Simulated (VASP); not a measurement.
Input of a VASP 6.6.1 run:

INCAR

```
SYSTEM = Ge64N
PREC = Accurate
ENCUT = 520
EDIFF = 1E-6
ISMEAR = -1
SIGMA = 0.05
LREAL = Auto
LASPH = .TRUE.
NELM = 120
ALGO = Normal
ISIF = 2
LWAVE = .FALSE.
LCHARG = .FALSE.
GGA = PS
NELECT = 902.0
ISYM = -1
NBANDS = 488
GGA_COMPAT = .FALSE.
KPAR = 1
```

The input KPOINTS:

```
explicit points
1
Reciprocal
  0.25000000   0.25000000   0.25000000 1
```

Contents of POSCAR:

```
Ge64N
1.0
   11.3511840000      0.0000000000      0.0000000000
    0.0000000000     11.3511840000      0.0000000000
    0.0000000000      0.0000000000     11.3511840000
Ge N
64 1
Direct
    0.0014150000      0.9980750000      0.9996480000
    0.9979040000      0.9984610000      0.5003200000
    0.0042020000      0.4983320000      0.0058160000
    0.9947870000      0.4997700000      0.5040920000
    0.5011240000      0.0013140000      0.9995330000
    0.4994380000      0.0021670000      0.4976940000
    0.5000400000      0.5005930000      0.9996730000
    0.4897770000      0.5019070000      0.4946840000
    0.1250280000      0.1252910000      0.1249340000
    0.1333350000      0.1174070000      0.6216970000
    0.1275760000      0.6258860000      0.1255330000
    0.1237330000      0.6245480000      0.6252950000
    0.6272800000      0.1311100000      0.1199950000
    0.6251500000      0.1254610000      0.6244970000
    0.6242510000      0.6261410000      0.1258830000
    0.6147350000      0.6404850000      0.5988850000
    0.2519360000      0.2493130000      0.0004550000
    0.2485600000      0.2511800000      0.4968770000
    0.2487970000      0.7506670000      0.9974480000
    0.2479460000      0.7507600000      0.4997910000
    0.7507350000      0.2541160000      0.9941090000
    0.7510640000      0.2525310000      0.5029220000
    0.7503320000      0.7504600000      0.0017860000
    0.7439080000      0.7648610000      0.4851080000
    0.3771430000      0.3746180000      0.1256630000
    0.3726870000      0.3747690000      0.6242220000
    0.3740640000      0.8759170000      0.1226070000
    0.3803500000      0.8711900000      0.6237750000
    0.8747960000      0.3743910000      0.1265930000
    0.8896100000      0.3601290000      0.6304910000
    0.8777140000      0.8740360000      0.1259300000
    0.8715020000      0.8726560000      0.6234870000
    0.2495980000      0.9999300000      0.2495580000
    0.2545780000      0.9941530000      0.7473110000
    0.2492850000      0.4993520000      0.2471630000
    0.2485460000      0.4990740000      0.7503180000
    0.7529570000      0.0077980000      0.2412200000
    0.7499750000      0.9997950000      0.7494140000
    0.7492290000      0.5006340000      0.2506900000
    0.7761730000      0.4848290000      0.7598300000
    0.3748450000      0.1270990000      0.3732300000
    0.3750860000      0.1239570000      0.8734230000
    0.3690820000      0.6268560000      0.3706320000
    0.3747330000      0.6246310000      0.8745850000
    0.8743600000      0.1266780000      0.3766530000
    0.8768100000      0.1229670000      0.8751990000
    0.8703540000      0.6254130000      0.3797290000
    0.8802100000      0.6231890000      0.8851630000
    0.0003230000      0.2499740000      0.2513290000
    0.0125250000      0.2358500000      0.7509880000
    0.9991670000      0.7455930000      0.2517120000
    0.9959230000      0.7467520000      0.7500010000
    0.5034490000      0.2513540000      0.2509260000
    0.4991660000      0.2501830000      0.7487360000
    0.4980460000      0.7519630000      0.2489440000
    0.5031880000      0.7466060000      0.7500270000
    0.1229170000      0.3796260000      0.3753300000
    0.1255920000      0.3732250000      0.8765670000
    0.1232300000      0.8752370000      0.3742600000
    0.1235810000      0.8737940000      0.8709530000
    0.6244950000      0.3783630000      0.3783960000
    0.6246660000      0.3787570000      0.8710800000
    0.6236340000      0.8892300000      0.3619870000
    0.6257250000      0.8751090000      0.8754010000
    0.7495430000      0.5632110000      0.6255940000
```

Potentials or basis: VASP PAW PBE potentials, release 64 (Ge_d, N).

Launch:

```console
$ cat potpaw_PBE.64/Ge_d/POTCAR potpaw_PBE.64/N/POTCAR > POTCAR
$ mpirun -np 4 vasp_std > vasp.out
```

Problem. Predict the largest force.

Solution. 0.058 eV/Å.

Forces on the atoms (eV/Å):
```
Ge   0.003  0.000  0.002
Ge   0.001  0.000 -0.003
Ge  -0.001 -0.001  0.001
Ge   0.005  0.001 -0.003
Ge   0.001  0.003  0.000
Ge   0.001  0.002 -0.002
Ge   0.000  0.003 -0.002
Ge  -0.006  0.007 -0.006
Ge   0.000  0.001 -0.001
Ge  -0.002 -0.002 -0.002
Ge  -0.001 -0.002  0.003
Ge   0.000  0.000  0.001
Ge   0.002 -0.003  0.002
Ge  -0.001  0.001  0.000
Ge  -0.002  0.002  0.003
Ge   0.034 -0.027  0.002
Ge   0.004 -0.001  0.002
Ge   0.000  0.000  0.002
Ge   0.000 -0.001  0.001
Ge   0.001  0.001 -0.003
Ge   0.001  0.001  0.002
Ge   0.000  0.002 -0.001
Ge   0.002  0.001  0.002
Ge   0.007  0.011 -0.007
Ge   0.000 -0.003 -0.001
Ge   0.000 -0.001  0.001
Ge   0.001 -0.001  0.003
Ge  -0.001 -0.003 -0.001
Ge   0.000 -0.001  0.001
Ge  -0.003  0.001  0.000
Ge  -0.001 -0.002  0.000
Ge  -0.003 -0.003  0.000
Ge   0.000  0.000 -0.003
Ge   0.000  0.002  0.001
Ge   0.001  0.008  0.003
Ge   0.000 -0.001  0.000
Ge  -0.004  0.001  0.002
Ge   0.001 -0.001 -0.003
Ge   0.000  0.002  0.000
Ge  -0.008  0.026 -0.038
Ge   0.001 -0.001 -0.004
Ge   0.000 -0.003 -0.001
Ge  -0.004 -0.005  0.002
Ge   0.000 -0.003 -0.002
Ge  -0.001  0.002  0.002
Ge   0.002  0.001 -0.004
Ge   0.002 -0.003 -0.002
Ge  -0.004 -0.002 -0.002
Ge   0.001  0.001  0.003
Ge   0.001  0.004  0.003
Ge   0.004  0.004  0.000
Ge   0.008  0.004  0.003
Ge   0.001  0.001  0.000
Ge  -0.003 -0.001  0.000
Ge  -0.004  0.000 -0.005
Ge  -0.002  0.004  0.001
Ge  -0.004 -0.004 -0.003
Ge   0.000  0.000 -0.001
Ge  -0.004 -0.003  0.001
Ge  -0.003 -0.004 -0.001
Ge   0.003 -0.002  0.004
Ge   0.001 -0.004  0.004
Ge   0.004  0.003  0.000
Ge   0.004 -0.002  0.001
N   -0.036 -0.008  0.044
```

Caveat: the cell carries a net charge on a neutralising background, which shifts energy and pressure; the PAW data sets were made with another functional, which shifts forces and pressure a little.
